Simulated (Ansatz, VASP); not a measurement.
## In: VASP beside Ansatz

```xyz
1
Lattice="-1.6357 1.6357 2.6109 1.6357 -1.6357 2.6109 1.6357 1.6357 -2.6109" Properties=species:S:1:pos:R:3 pbc="T T T"
In    0.0000    0.0000    0.0000
```

Alike in both runs: task single point; functional PBE; k mesh 8 × 8 × 8; occupations fermi-dirac, width 0.1 eV; no spin polarisation.

```csv
,VASP,Ansatz
version,VASP 6.6.1,Ansatz 0.2.0
potentials or method,"VASP PAW PBE potentials, release 64 (In_d)","plane waves, PAW"
plane-wave cutoff (eV),520,420
valence electrons in the cell,13,13
```

|  | VASP | Ansatz | Ansatz less VASP |
| --- | --- | --- | --- |
| pressure (GPa) | -0.7 | -0.7 | +0.04 |
| traceless stress, the component that is largest in VASP (GPa) | 0.99 | 0.99 | 0.000 |
